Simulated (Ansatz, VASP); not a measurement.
# Two plane-wave programs on P

```
P
1.0
     3.29619    0.00000    0.00000
     0.00000    4.43916    0.00000
     0.00000    0.00000   21.74620
P
8
Direct
  0.50000 0.91750 0.20693
  0.00000 0.58250 0.20693
  0.50000 0.08250 0.30456
  0.00000 0.41750 0.30456
  0.12500 0.70750 0.49586
  0.62500 0.37251 0.49586
  0.12500 0.87251 0.59349
  0.62500 0.20750 0.59349
```

Alike in both runs: task single point; functional PBE; dispersion D3(BJ); k mesh 8 × 6 × 1; occupations gaussian, width 0.05 eV; no spin polarisation.

|  | VASP | Ansatz |
| --- | --- | --- |
| version | VASP 6.6.1 | Ansatz 0.2.0 |
| potentials or method | VASP PAW PBE potentials, release 64 (P), cutoff 520 eV | scalar-relativistic, plane waves, PAW |
| valence electrons in the cell | 40 | 40 |

|  | VASP | Ansatz | Ansatz less VASP |
| --- | --- | --- | --- |
| gap on the k mesh at the Fermi level (eV) | 0.54 | 0.53 | -0.015 |
| least direct gap on the mesh (eV) | 0.54 | 0.53 | -0.015 |
| rms of the force components (eV/Å) | 0.032 | 0.034 | +0.0019 |

Atom by atom the forces differ by 0.031 eV/Å (rms over components).
